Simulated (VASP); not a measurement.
# ZnSe (Stilleite) (F-43m) in VASP: settings compared

Aim: see how the results for ZnSe (Stilleite) move with the level of theory and the settings. Levels: LDA, r2SCAN, PBE. Tasks: relaxation of cell and atoms, single point.

Program: VASP 6.6.1. These are calculated values, not measurements. Logs are shortened: lines on timing, memory, paths and dates and some standing lists are left out, and cuts for length are marked.

**1. The cell of the first run**

Symmetry: F-43m, No. 216, cubic system. The conventional cell has a = 5.732 Å, b = 5.732 Å, c = 5.732 Å, α = 90.00°, β = 90.00°, γ = 90.00°. Zn (site symmetry -43m) has 4 Se at 2.48 Å within 3.3 Å. Within 3.3 Å of Se (site symmetry -43m) lie 4 Zn at 2.48 Å.

**2. Relaxation of cell and atoms, LDA**

INCAR

```
SYSTEM = ZnSe
PREC = Accurate ; ENCUT = 600
EDIFF = 1E-6 ; ISMEAR = -1
SIGMA = 0.02 ; LREAL = .False.
LASPH = .True. ; NELM = 100
ALGO = Normal ; ISIF = 3
LWAVE = .False. ; LCHARG = .False.
IBRION = 2 ; NSW = 80
EDIFFG = -0.005
```

KPOINTS

```
Automatic mesh
0
Gamma
  8 8 8
  0 0 0
```

POSCAR

```
ZnSe
1.0
    0.0000000000      2.8659201920      2.8659201920
    2.8659201920      0.0000000000      2.8659201920
    2.8659201920      2.8659201920      0.0000000000
Zn Se
1 1
Direct
    0.0000000000      0.0000000000      0.0000000000
    0.2500000000      0.2500000000      0.2500000000
```

Potentials or basis: VASP PAW LDA potentials, release 64 (Zn, Se).

Started as:

```console
cat potpaw_LDA.64/Zn/POTCAR potpaw_LDA.64/Se/POTCAR > POTCAR
mpirun -np 1 vasp_std > vasp.out
```

OUTCAR:

```text
SYSTEM = ZnSe
   PREC = Accurate
   ENCUT = 600
   EDIFF = 1E-6
   ISMEAR = -1
   LREAL = .False.
   LASPH = .True.
   NELM = 100
   ISIF = 3
   IBRION = 2
   NSW = 80
   EDIFFG = -0.005

 ion  position               nearest neighbor table
   1  0.000  0.000  0.000-   2 2.48   2 2.48   2 2.48   2 2.48
   2  0.250  0.250  0.250-   1 2.48   1 2.48   1 2.48   1 2.48

  LATTYP: Found a face centered cubic cell.
 ALAT       =     5.7318403840

  Lattice vectors:

 A1 = (   0.0000000000,   2.8659201920,   2.8659201920)
 A2 = (   2.8659201920,   0.0000000000,   2.8659201920)
 A3 = (   2.8659201920,   2.8659201920,   0.0000000000)

Analysis of symmetry for initial positions (statically):
[... 5 lines left out ...]
 face centered cubic supercell.

 Subroutine GETGRP returns: Found 24 space group operations
 (whereof 24 operations were pure point group operations)
 out of a pool of 48 trial point group operations.

The static configuration has the point symmetry T_d .

Analysis of symmetry for dynamics (positions and initial velocities):
[... 5 lines left out ...]
 face centered cubic supercell.

 Subroutine GETGRP returns: Found 24 space group operations
 (whereof 24 operations were pure point group operations)
 out of a pool of 48 trial point group operations.

The dynamic configuration has the point symmetry T_d .

 Subroutine INISYM returns: Found 24 space group operations
 (whereof 24 operations are pure point group operations),
 and found     1 'primitive' translations

----------------------------------------------------------------------------------------

                                     Primitive cell

  volume of cell :      47.0785

  direct lattice vectors                    reciprocal lattice vectors
     0.000000000  2.865920192  2.865920192    -0.174464035  0.174464035  0.174464035
     2.865920192  0.000000000  2.865920192     0.174464035 -0.174464035  0.174464035
     2.865920192  2.865920192  0.000000000     0.174464035  0.174464035 -0.174464035

  length of vectors
     4.053023204  4.053023204  4.053023204     0.302180572  0.302180572  0.302180572

  position of ions in fractional coordinates (direct lattice)
     0.000000000  0.000000000  0.000000000
     0.250000000  0.250000000  0.250000000

  ion indices of the primitive-cell ions
   primitive index   ion index
                 1           1
                 2           2

----------------------------------------------------------------------------------------

 KPOINTS: Automatic mesh

Automatic generation of k-mesh.
 Grid dimensions read from file:
 generate k-points for:    8    8    8

 Generating k-lattice:

  Cartesian coordinates                     Fractional coordinates (reciprocal lattice)
    -0.021808004  0.021808004  0.021808004     0.125000000  0.000000000  0.000000000
     0.021808004 -0.021808004  0.021808004     0.000000000  0.125000000  0.000000000
     0.021808004  0.021808004 -0.021808004     0.000000000  0.000000000  0.125000000

  Length of vectors
     0.037772572  0.037772572  0.037772572

  Shift w.r.t. Gamma in fractional coordinates (k-lattice)
     0.000000000  0.000000000  0.000000000

 Subroutine IBZKPT returns following result:
 ===========================================

 Found     29 irreducible k-points:

 Following reciprocal coordinates:
            Coordinates               Weight
  0.000000  0.000000  0.000000      1.000000
  0.125000  0.000000  0.000000      8.000000
  0.250000  0.000000  0.000000      8.000000
  0.375000  0.000000  0.000000      8.000000
  0.500000  0.000000  0.000000      4.000000
  0.125000  0.125000  0.000000      6.000000
[... 16 lines left out ...]
  0.500000  0.250000  0.125000     48.000000
 -0.375000  0.250000  0.125000     24.000000
 [... further k-points ...]
   k-points           NKPTS =     29   k-points in BZ     NKDIM =     29   number of bands    NBANDS=     13
   number of dos      NEDOS =    301   number of ions     NIONS =      2
   total plane-waves  NPLWV =  32768
   dimension x,y,z NGX =    32 NGY =   32 NGZ =   32
   dimension x,y,z NGXF=    64 NGYF=   64 NGZF=   64
   ions per type =               1   1
   NGX,Y,Z   is equivalent  to a cutoff of  13.13, 13.13, 13.13 a.u.
   NGXF,Y,Z  is equivalent  to a cutoff of  26.25, 26.25, 26.25 a.u.
 SYSTEM =  ZnSe
   PREC   = accura    normal or accurate (medium, high low for compatibility)
   ISTART =      0    job   : 0-new  1-cont  2-samecut
   ICHARG =      2    charge: 1-file 2-atom 10-const
   ISPIN  =      1    spin polarized calculation?
   LNONCOLLINEAR =      F non collinear calculations
   LSORBIT =      F    spin-orbit coupling
   LASPH  =      T    aspherical Exc in radial PAW
   ENCUT  =  600.0 eV  44.10 Ry    6.64 a.u.   8.09  8.09  8.09*2*pi/ulx,y,z
   NELM   =    100;   NELMIN=  2; NELMDL= -5     # of ELM steps
   EDIFF  = 0.1E-05   stopping-criterion for ELM
   LREAL  =      F    real-space projection
   EDIFFG = -.5E-02   stopping-criterion for IOM
   NSW    =     80    number of steps for IOM
   IBRION =      2    ionic relax: 0-MD 1-quasi-New 2-CG
   NFREE  =      1    steps in history (QN), initial steepest desc. (CG)
   ISIF   =      3    stress and relaxation
   ISYM   =      2    0-nonsym 1-usesym 2-fastsym
   POTIM  = 0.5000    time-step for ionic-motion
   TEBEG  =    0.0;   TEEND  =   0.0 temperature during run
   PSTRESS=    0.0 pullay stress
   NELECT =      18.0000    total number of electrons
   NUPDOWN=      -1.0000    fix difference up-down
   EMIN   =  10.00;   EMAX   =-10.00  energy-range for DOS
   EFERMI =   0.00;   METHOD = LEGACY
   ISMEAR =    -1;   SIGMA  =   0.02  broadening in eV -4-tet -1-fermi 0-gaus
   EFERMI_NEDOS =   21; number of points for ismear=-14 and -15
   IALGO  =     38    algorithm
   IMIX   =      4    mixing-type and parameters
     AMIX     =   0.40;   BMIX     =  1.00
     AMIX_MAG =   1.60;   BMIX_MAG =  1.00
  volume/ion in A,a.u.               =      23.54       158.85
  Fermi-wavevector in a.u.,A,eV,Ry     =   1.188206  2.245383 19.209146  1.411832
  Thomas-Fermi vector in A             =   2.324340
   LORBIT       =      0    0 simple, 1 ext, 2 COOP (PROOUT), +10 PAW based schemes
   GGA     = CA    functional components
   LHFCALC =     F    Hartree Fock is set to
   AEXX    =    0.0000 exact exchange contribution
   IVDW    =     0    specifies the selected vdW correction
   LEPSILON=     F    determine dielectric tensor
   LRPA    =     F    only Hartree local field effects (RPA)
 conjugate gradient relaxation of ions
 non-spin polarized calculation
  energy-cutoff  :      600.00
  volume of cell :       47.08
 maximum number of plane-waves:      1591
   NGX = 17   NGY = 17   NGZ = 17

--------------------------------------- Ionic step        1  -------------------------------------------

 number of electron      18.0000014 magnetization

 Free energy of the ion-electron system (eV)
  ---------------------------------------------------
  ext. energy  EPLUGINS =         0.00000000
  ---------------------------------------------------
  free energy    TOTEN  =        -7.31119582 eV

  energy without entropy =       -7.31119582  energy(sigma->0) =       -7.31119582

------------------------ aborting loop because EDIFF is reached ----------------------------------------

  FORCE on cell =-STRESS in cart. coord.  units (eV):
  Direction    XX          YY          ZZ          XY          YZ          ZX
  --------------------------------------------------------------------------------------
  -------------------------------------------------------------------------------------
  Total       -1.4285677     -1.4285677     -1.4285677     -0.0000000      0.0000000     -0.0000000
  in kB      -48.6171103    -48.6171103    -48.6171103     -0.0000000      0.0000000     -0.0000000
  external PRESSURE =     -48.6171103 kB  Pullay stress =       0.0000000 kB
[... 21 lines left out ...]
  energy  without entropy=       -7.3111958202  energy(sigma->0) =       -7.31119582

--------------------------------------- Ionic step        2  -------------------------------------------

 number of electron      18.0000006 magnetization

 E-fermi :   2.5578     XC(G=0): -10.0192

 val. band max:        2.1615679134   @ k =   0.0000   0.0000   0.0000
 cond. band min:       3.5280016838   @ k =   0.0000   0.0000   0.0000
 fundamental gap:      1.3664337704
 Fermi energy:         2.5578136937

 k-point     1 :       0.0000    0.0000    0.0000
  band No.  band energies     occupation
      1     -11.6121      2.00000
      2      -4.8021      2.00000
      3      -4.8021      2.00000
      4      -4.8021      2.00000
      5      -4.3761      2.00000
      6      -4.3761      2.00000
      7       2.1616      2.00000
      8       2.1616      2.00000
      9       2.1616      2.00000
     10       3.5280      0.00000
     11       7.8360      0.00000
     12       7.8360      0.00000
     13       7.8360      0.00000
[... 401 lines left out ...]
  energy  without entropy=       -7.3675638902  energy(sigma->0) =       -7.36756389

--------------------------------------- Ionic step        3  -------------------------------------------

 number of electron      17.9999991 magnetization

 Free energy of the ion-electron system (eV)
  ---------------------------------------------------
  ext. energy  EPLUGINS =         0.00000000
  ---------------------------------------------------
  free energy    TOTEN  =        -7.37262776 eV

  energy without entropy =       -7.37262776  energy(sigma->0) =       -7.37262776

 E-fermi :   2.3293     XC(G=0):  -9.9188

 val. band max:        1.9521181001   @ k =   0.0000   0.0000   0.0000
 cond. band min:       3.2239891701   @ k =   0.0000   0.0000   0.0000
 fundamental gap:      1.2718710700
 Fermi energy:         2.3293003995

 k-point     1 :       0.0000    0.0000    0.0000
  band No.  band energies     occupation
      1     -11.6650      2.00000
      2      -4.9169      2.00000
      3      -4.9169      2.00000
      4      -4.9169      2.00000
      5      -4.5125      2.00000
      6      -4.5125      2.00000
      7       1.9521      2.00000
      8       1.9521      2.00000
      9       1.9521      2.00000
     10       3.2240      0.00000
     11       7.6369      0.00000
     12       7.6369      0.00000
     13       7.6369      0.00000
[... 397 lines left out ...]
  FREE ENERGIE OF THE ION-ELECTRON SYSTEM (eV)
  ---------------------------------------------------
  free  energy   TOTEN  =        -7.3726277647 eV

  energy  without entropy=       -7.3726277647  energy(sigma->0) =       -7.37262776

 reached required accuracy - stopping structural energy minimisation
```

Run time: 14 s. Hardware: 1 thread of Intel Xeon 6975P-C (Granite Rapids), shared host; peak memory 0.17 GiB.

What came out:

| Quantity | Value |
| --- | --- |
| Free energy | -7.3726 eV |
| Relaxed volume | 21.66 Å³/atom |
| Relaxed cell | a = 3.942 Å, b = 3.942 Å, c = 3.942 Å, α = 60.00°, β = 60.00°, γ = 60.00° |
| Space group after relaxing (to 0.05 Å) | F-43m (No. 216) |
| Energy gained by relaxing | 30.7 meV/atom |
| Ionic steps | 3 |
| Pressure after relaxing | 0.0 GPa |
| Band gap on the k mesh | 1.27 eV, direct |

Step by step:
```csv
step,energy change (eV),largest force (eV/Å),pressure (GPa),volume (Å³)
1,0.0000,0.0000,-4.86,47.08
2,-0.0564,0.0000,1.65,42.38
3,-0.0614,0.0000,0.02,43.33
```

Final structure:
```yaml
crystal:
  lattice:
    - [0.00000, 2.78771, 2.78771]
    - [2.78771, 0.00000, 2.78771]
    - [2.78771, 2.78771, 0.00000]
  atoms:
    - { symbol: Zn, position: [0.00000, 0.00000, 0.00000] }
    - { symbol: Se, position: [0.25000, 0.25000, 0.25000] }
```

Levels at points of the mesh, in eV from the valence-band top:
| k point | band 5 | band 6 | band 7 | band 8 | band 9 | band 10 | band 11 | band 12 | band 13 |
| --- | --- | --- | --- | --- | --- | --- | --- | --- | --- |
| (0.00, 0.00, 0.00) | -6.46 | -6.46 | 0.00 | 0.00 | 0.00 | 1.27 | 5.68 | 5.68 | 5.68 |
| (0.50, 0.00, 0.00) | -6.44 | -6.29 | -5.62 | -0.95 | -0.95 | 2.46 | 6.27 | 6.27 | 8.48 |
| (0.50, 0.50, 0.00) | -6.41 | -6.26 | -5.05 | -2.39 | -2.39 | 2.70 | 3.32 | 10.89 | 11.43 |

[end of part 1 of 2]
